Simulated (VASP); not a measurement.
Crystal: N.

```
CELL_PARAMETERS angstrom
5.81510 0.00000 0.00000
0.00000 5.81510 0.00000
0.00000 0.00000 5.81510
ATOMIC_POSITIONS crystal
N 0.06390 0.06390 0.06390
N 0.43610 0.93610 0.56390
N 0.56390 0.43610 0.93610
N 0.93610 0.56390 0.43610
N 0.95414 0.95414 0.95414
N 0.54586 0.04586 0.45414
N 0.45414 0.54586 0.04586
N 0.04586 0.45414 0.54586
```

```yaml
Program: VASP 6.6.1
Task: relaxation of cell and atoms
Functional: PBE
Dispersion: D3(BJ)
Potentials_or_basis: VASP PAW PBE potentials, release 64 (N)
Cutoff: 600 eV
k_mesh: 4 × 4 × 4
Occupations: gaussian, width 0.02 eV
Spin: no spin polarisation
```

At the start: pressure 0.9 GPa; volume 24.58 Å³/atom.

Question: How do energy, volume and symmetry change on relaxing?

Answer: Over 58 steps the energy falls by 6.6 meV/atom and the volume is 21.26 Å³/atom (-13.5 %); space group Pa-3 (No. 205, to 0.05 Å).

Step by step:
```tsv
step	energy change (eV)	largest force (eV/Å)	pressure (GPa)	volume (Å³)
1	0.0000	1.0541	0.89	196.64
3	-0.0134	0.1041	-0.46	196.88
5	-0.0135	0.0331	-0.32	196.86
7	-0.0229	0.0546	-0.26	192.42
9	-0.0472	0.3058	0.34	173.30
11	-0.0487	0.0501	-0.09	172.35
13	-0.0485	0.0801	0.05	172.66
15	-0.0487	0.0223	-0.05	172.38
17	-0.0487	0.0235	-0.03	172.36
19	-0.0487	0.0213	-0.02	172.30
21	-0.0489	0.0156	-0.02	172.07
23	-0.0495	0.0286	-0.04	171.11
25	-0.0502	0.1051	-0.05	167.34
27	-0.0503	0.0735	-0.03	168.28
29	-0.0504	0.0527	0.13	167.95
31	-0.0504	0.0150	0.06	168.07
33	-0.0504	0.0166	0.07	168.07
35	-0.0504	0.0173	0.07	168.03
37	-0.0505	0.0207	0.09	167.89
39	-0.0506	0.0350	0.12	167.33
41	-0.0507	0.0368	0.14	166.55
43	-0.0507	0.0210	0.09	166.47
45	-0.0507	0.0185	0.10	166.48
47	-0.0508	0.0161	0.09	166.54
49	-0.0511	0.0084	0.09	166.74
51	-0.0519	0.0313	0.11	167.57
53	-0.0526	0.1497	0.19	170.90
55	-0.0529	0.0922	0.14	169.80
57	-0.0530	0.0387	-0.05	170.14
58	-0.0530	0.0033	0.01	170.04
```

Final structure:
```
CELL_PARAMETERS angstrom
5.54013 0.00000 0.00000
0.00000 5.54013 0.00000
0.00000 0.00000 5.54013
ATOMIC_POSITIONS crystal
N 0.05767 0.05767 0.05767
N 0.44233 0.94233 0.55767
N 0.55767 0.44233 0.94233
N 0.94233 0.55767 0.44233
N 0.94181 0.94181 0.94181
N 0.55819 0.05819 0.44181
N 0.44181 0.55819 0.05819
N 0.05819 0.44181 0.55819
```

Caveat: the standard files for N, O and F lose accuracy on very short bonds.
